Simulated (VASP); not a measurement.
Set up this calculation in VASP 6.6.1, as the native input.

```
Task                   : relaxation of cell and atoms
Functional             : PBE
Potentials or basis    : VASP PAW PBE potentials, release 64 (Ga_d, Sb)
Cutoff                 : 600 eV
k mesh                 : 6 × 6 × 4
Occupations            : gaussian, width 0.1 eV
Spin                   : no spin polarisation
Dipole correction      : no
Further INCAR settings : ALGO = Fast; EDIFF = 1e-06; IBRION = 2; EDIFFG = -0.04; NSW = 90; ISIF = 3
```

The structure of Ga3Sb lies in POSCAR:

```
Ga3Sb
1.0
    5.0686151900      0.0000000000      0.0000000000
   -2.5343076000      4.3895495200      0.0000000000
    0.0000000000      0.0000000000      4.6256842400
Ga Sb
3 1
Direct
    0.5000000000      0.0000000000      0.2447805100
    0.0000000000      0.5000000000      0.2447805100
    0.5000000000      0.5000000000      0.2447805100
    0.0000000000      0.0000000000      0.1404091500
```

One way to write it, as run:

INCAR

```
ALGO = Fast ; EDIFF = 1E-6
EDIFFG = -0.04 ; ENCUT = 600
GGA = PE ; IBRION = 2
ISIF = 3 ; ISMEAR = 0
LASPH = True ; LCHARG = False
LREAL = False ; LWAVE = False
NELM = 60 ; NSW = 90
PREC = Accurate ; SIGMA = 0.1
```

KPOINTS

```
k-points
0
Gamma
  6 6 4
```

Potentials or basis: VASP PAW PBE potentials, release 64 (Ga_d, Sb).

Launch:

```sh
$ cat potpaw_PBE.64/Ga_d/POTCAR potpaw_PBE.64/Sb/POTCAR > POTCAR
$ mpirun -np 1 vasp_std > vasp.out
```

It gave:

```json
{
 "Relaxed volume": "22.46 Å³/atom",
 "Relaxed cell": "a = 5.638 Å, b = 5.638 Å, c = 3.264 Å, α = 90.00°, β = 90.00°, γ = 120.00°",
 "Space group after relaxing (to 0.05 Å)": "P6mm (No. 183)",
 "Energy gained by relaxing": "806.0 meV/atom",
 "Ionic steps": "40",
 "Pressure after relaxing": "-0.1 GPa",
 "Largest force after relaxing": "0.004 eV/Å",
 "Band gap on the k mesh": "zero (band 22 reaches 8.83 eV, above the bottom of band 23 at 3.91 eV)"
}
```

Caveat: spin-orbit coupling is left out, which moves the levels of the heavy elements.

Wall time 16 min on 1 thread of Intel(R) Xeon(R) 6975P-C (Granite Rapids) (shared host), peak memory 0.3 GiB.
